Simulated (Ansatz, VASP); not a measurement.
# AlRu in VASP and in Ansatz

```
Al Ru
1.0
     3.02105    0.00000    0.00000
     0.00000    3.02105    0.00000
     0.00000    0.00000    3.06570
Al Ru
1 1
Direct
  0.00000 0.00000 0.00000
  0.50000 0.50000 0.50000
```

Change from the starting cell: strain +0.015 along x and y, +0.030 along z, atoms carried along.

Alike in both runs: task single point; functional PBEsol; k mesh 20 × 20 × 20; occupations gaussian, width 0.15 eV; no spin polarisation.

|  | VASP | Ansatz |
| --- | --- | --- |
| version | VASP 6.6.1 | Ansatz 0.2.0 |
| potentials or method | VASP PAW PBE potentials, release 64 (Al, Ru_pv), cutoff 520 eV | scalar-relativistic, plane waves, PAW |
| valence electrons in the cell | 17 | 19 |

```csv
,VASP,Ansatz,Ansatz less VASP
gap on the k mesh at the Fermi level (eV),none,none,-
pressure (GPa),-11.4,-11.4,-0.03
"traceless stress, the component that is largest in VASP (GPa)",-1.45,-1.44,+0.003
```

VASP's potentials were made for PBE, not for PBEsol. A gap of «none» marks a metal or a gap that the smearing closes. VASP's potentials hold 17 valence electrons a cell and Ansatz's 19, so a difference there can come from the potentials and not from the codes.
